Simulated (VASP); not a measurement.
Set up this calculation in VASP 6.6.1, as the native input.

| Property | Result |
| --- | --- |
| Task | single point |
| Functional | PBEsol |
| Potentials or basis | VASP PAW PBE potentials, release 64 (Sb) |
| Cutoff | 520 eV |
| k mesh | 12 × 12 × 12 |
| Occupations | gaussian, width 0.1 eV |
| Spin | no spin polarisation |
| Dipole correction | no |
| Further INCAR settings | ALGO = Normal; EDIFF = 1e-06; NBANDS = 12 |

The structure of Sb lies in POSCAR:

```
Sb
1.0
    2.1752352238      1.2558726420      3.7479821864
   -2.1752352238      1.2558726420      3.7479821864
    0.0000000000     -2.5117452840      3.7479821864
Sb
2
Direct
    0.2342055233      0.2342055233      0.2342055233
    0.7657944767      0.7657944767      0.7657944767
```

These files were run (other wordings do the same):

INCAR

```
  ALGO = Normal
  EDIFF = 1E-6
  ENCUT = 520
  GGA = PS
  ISIF = 2
  ISMEAR = 0
  LASPH = T
  LCHARG = F
  LREAL = F
  LWAVE = F
  NBANDS = 12
  NELM = 60
  PREC = Accurate
  SIGMA = 0.1
```

KPOINTS

```
k-points
0
Gamma
  12 12 12
```

Potentials or basis: VASP PAW PBE potentials, release 64 (Sb).

The run is started by

```sh
$ cat potpaw_PBE.64/Sb/POTCAR > POTCAR
$ mpirun -np 1 vasp_std > vasp.out
```

It gave:

```json
{"Pressure": "-1.0 GPa", "Largest force": "0.049 eV/Å", "Band gap on the k mesh": "zero (bands 5 and 6 overlap by 0.25 eV)"}
```

Caveat: the PAW data sets were made with another functional, which shifts forces and pressure a little; spin-orbit coupling is left out, which moves the levels of the heavy elements.

Run time: 2.6 min on 1 thread of Intel Xeon 8259CL (shared host), peak memory 0.28 GiB.
